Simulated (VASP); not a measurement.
Input of a VASP 6.6.1 run:

The input INCAR:

```
  ALGO = Normal
  EDIFF = 1E-6
  ENCUT = 520
  GGA = PE
  ISIF = 2
  ISMEAR = 0
  ISPIN = 2
  LASPH = T
  LCHARG = T
  LELF = T
  LMAXMIX = 4
  LORBIT = 11
  LREAL = F
  LVHAR = T
  LWAVE = F
  MAGMOM = 0 1.09
  NBANDS = 22
  NELM = 150
  PREC = Accurate
  SIGMA = 0.1
```

The input KPOINTS:

```
k-points
0
Gamma
  14 14 14
```

POSCAR

```
TiCo
1.0
    2.9246398310      0.0000000000      0.0000000000
    0.0000000000      2.9246398310      0.0000000000
    0.0000000000      0.0000000000      2.9246398310
Ti Co
1 1
Direct
    0.0000000000      0.0000000000      0.0000000000
    0.5000000000      0.5000000000      0.5000000000
```

Potentials or basis: VASP PAW PBE potentials, release 64 (Ti_sv, Co).

Command:

```console
$ cat potpaw_PBE.64/Ti_sv/POTCAR potpaw_PBE.64/Co/POTCAR > POTCAR
$ mpirun -np 1 vasp_std > vasp.out
```

What does it give for the site moments?

Ti +0.00; Co +0.76 μB.

Predict the pressure.

10.4 GPa.
